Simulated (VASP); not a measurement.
Set up this calculation in VASP 6.6.1, as the native input.

```yaml
Task: single point
Functional: PBE
Potentials_or_basis: VASP PAW PBE potentials, release 64 (Ta_pv, N)
Cutoff: 520 eV
k_mesh: 12 × 12 × 7
Occupations: methfessel-paxton, width 0.1 eV
Spin: no spin polarisation
Dipole_correction: no
Further_INCAR_settings: ALGO = Normal; EDIFF = 1e-06; NBANDS = 20
```

The structure of Ta2N lies in POSCAR:

```
Ta2N
1.0
    3.1128620000      0.0000000000      0.0000000000
   -1.5564310000      2.6958170000      0.0000000000
    0.0000000000      0.0000000000      4.8698410000
Ta N
2 1
Direct
    0.6666666667      0.3333333333      0.7452890000
    0.3333333333      0.6666666667      0.2547110000
    0.0000000000      0.0000000000      0.0000000000
```

The input as run:

INCAR

```
ALGO = Normal ; EDIFF = 1E-6
ENCUT = 520 ; GGA = PE
ISIF = 2 ; ISMEAR = 1
LASPH = T ; LCHARG = T
LELF = T ; LREAL = F
LVHAR = T ; LWAVE = F
NBANDS = 20 ; NELM = 100
PREC = Accurate ; SIGMA = 0.1
```

KPOINTS

```
k-points
0
Gamma
  12 12 7
```

Potentials or basis: VASP PAW PBE potentials, release 64 (Ta_pv, N).

The run is started by

```sh
$ cat potpaw_PBE.64/Ta_pv/POTCAR potpaw_PBE.64/N/POTCAR > POTCAR
$ mpirun -np 1 vasp_std > vasp.out
```

Results of the run:

- Pressure: -0.9 GPa
- Largest force: 0.075 eV/Å
- Band gap on the k mesh: zero (an odd number of electrons rules out a gap without spin polarisation)

Caveat: spin-orbit coupling is left out, which moves the levels of the heavy elements.

Run time: 43 s on 1 thread of AMD EPYC 9R45 96-Core Processor (Zen 5), with other jobs on the host, peak memory 0.19 GiB.
